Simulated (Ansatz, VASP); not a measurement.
## AlNi3: VASP beside Ansatz

INCAR

```
PREC = Accurate
ENCUT = 520
EDIFF = 1E-6
ISMEAR = 0
SIGMA = 0.1
LREAL = F
LASPH = T
NELM = 60
ALGO = Normal
ISIF = 2
LWAVE = F
LCHARG = T
GGA = PS
LELF = T
LVHAR = T
NBANDS = 24
```

KPOINTS

```
regular mesh
0
Gamma
  1 1 1
```

POSCAR

```
AlNi3
1.0
    0.0000000000      2.8018887551      2.8018887551
    2.8018887551      0.0000000000      2.8018887551
    2.8018887551      2.8018887551      0.0000000000
Al Ni
1 3
Direct
    0.5000000000      0.5000000000      0.5000000000
    0.2500000000      0.2500000000      0.2500000000
    0.0000000000      0.0000000000      0.0000000000
    0.7500000000      0.7500000000      0.7500000000
```

Input for Ansatz:

```yaml
crystal:
  lattice:
    - [0.0, 2.8018887551, 2.8018887551]
    - [2.8018887551, 0.0, 2.8018887551]
    - [2.8018887551, 2.8018887551, 0.0]
  atoms:
    - { symbol: Al, position: [0.5, 0.5, 0.5] }
    - { symbol: Ni, position: [0.25, 0.25, 0.25] }
    - { symbol: Ni, position: [0.0, 0.0, 0.0] }
    - { symbol: Ni, position: [0.75, 0.75, 0.75] }
basis:
  ecutwfc: 420
kpoints:
  mp_grid: { grid: [1, 1, 1] }
hamiltonian:
  xc: pbesol
scf:
  occupations: { method: gaussian, width: 0.1 }
output:
  forces: true
  stress: true
  eigenvalues: true
```

Alike in both runs: task single point; functional PBEsol; k mesh 1 × 1 × 1; occupations gaussian, width 0.1 eV; no spin polarisation.

|  | VASP | Ansatz |
| --- | --- | --- |
| version | VASP 6.6.1 | Ansatz 0.2.0 |
| potentials or method | VASP PAW PBE potentials, release 64 (Al, Ni), cutoff 520 eV | scalar-relativistic, plane waves, PAW |
| valence electrons in the cell | 33 | 57 |

Ansatz gave:

| Quantity | Value |
| --- | --- |
| pressure (GPa) | 3.2 |

Problem. Estimate VASP's values.

Solution. Pressure (GPa): 3.5.

VASP's potentials were made for PBE, not for PBEsol. With one functional, cell and mesh, what is left measures potentials, basis and numerics. VASP's potentials hold 33 valence electrons a cell and Ansatz's 57, so a difference there can come from the potentials and not from the codes.

The k mesh is coarse, so the values compare programs but aren't converged.
